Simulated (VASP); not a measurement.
**Ca: single point with r2SCAN**

Ca:

```
Ca
1.0
     3.94058    0.00000    0.00000
    -1.97029    3.41264    0.00000
     0.00000    0.00000    6.45331
Ca
2
Direct
  0.33333 0.66667 0.75000
  0.66667 0.33333 0.25000
```

This isn't the form of Ca at room conditions, which is fcc.

- Program: VASP 6.6.1
- Task: single point
- Functional: r2SCAN
- Potentials or basis: VASP PAW PBE potentials, release 64 (Ca_sv)
- Cutoff: 520 eV
- k mesh: 12 × 12 × 8
- Occupations: gaussian, width 0.05 eV
- Spin: no spin polarisation

```
Pressure               : 0.0 GPa
Band gap on the k mesh : zero (bands 10 and 11 overlap by 0.70 eV)
```

Levels at points of the mesh, in eV from the Fermi level:
| k point | band 7 | band 8 | band 9 | band 10 | band 11 | band 12 | band 13 | band 14 |
| --- | --- | --- | --- | --- | --- | --- | --- | --- |
| (0.00, 0.00, 0.00) | -23.94 | -23.93 | -4.32 | -1.02 | -0.39 | 2.56 | 2.57 | 2.57 |
| (0.50, 0.00, 0.00) | -23.96 | -23.96 | -1.17 | -0.84 | 0.28 | 0.49 | 1.47 | 2.08 |
| (0.00, 0.00, 0.50) | -23.95 | -23.95 | -3.26 | -3.26 | 1.56 | 1.56 | 2.56 | 2.56 |
| (0.50, 0.00, 0.50) | -23.97 | -23.97 | -0.67 | -0.67 | -0.02 | -0.02 | 1.65 | 1.65 |

Wall time 17 min on 1 thread of Oxide Virtual Turin-like Processor (shared host), peak memory 0.25 GiB.

Caveat: the PAW data sets were made with another functional, which shifts forces and pressure a little.
